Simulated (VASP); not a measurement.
Runs of VASP 6.6.1 on Ta. The structure is that of space group Pm-3m (No. 221), or close to it. The cells are those of the table. 

| task | cell | k mesh | cutoff (eV) | gap on the mesh (eV) | pressure (GPa) |
| --- | --- | --- | --- | --- | --- |
| single point | a = 2.755 Å, 1 atom | 13 × 13 × 13 | 520 | none | 0.1 |
| single point | a = 2.791 Å, 1 atom | 13 × 13 × 13 | 520 | none | (a) |
| single point | a = 2.718 Å, 1 atom | 13 × 13 × 13 | 520 | none | (b) |
| single point | a = 2.755 Å, 1 atom | 19 × 19 × 19 | 520 | none | 0.5 |
| single point | a = 2.680 Å, 1 atom | 13 × 13 × 13 | 520 | none | 13.7 |
| single point | a = 2.827 Å, 1 atom | 13 × 13 × 13 | 520 | none | -9.1 |
| single point | a = 2.861 Å, 1 atom | 13 × 13 × 13 | 520 | none | -12.5 |
| relaxation of cell and atoms | relaxed from a = 2.692 Å, 1 atom | 12 × 12 × 12 | 600 | none | 0.0 |

Alike in all rows: level revPBE; potentials or basis VASP PAW PBE potentials, release 64 (Ta_pv); no spin polarisation; smearing fermi-dirac 0.1 eV.

Task: Fill in the values left out.

Result: (a) -5.0; (b) 6.2.

Caveats: the PAW data sets were made with another functional, which shifts forces and pressure a little; spin-orbit coupling is left out, which moves the levels of the heavy elements.

A k mesh can miss the band edges, and the runs leave out spin-orbit coupling on Ta.

A gap of «none» marks levels without a gap at the run's occupations.
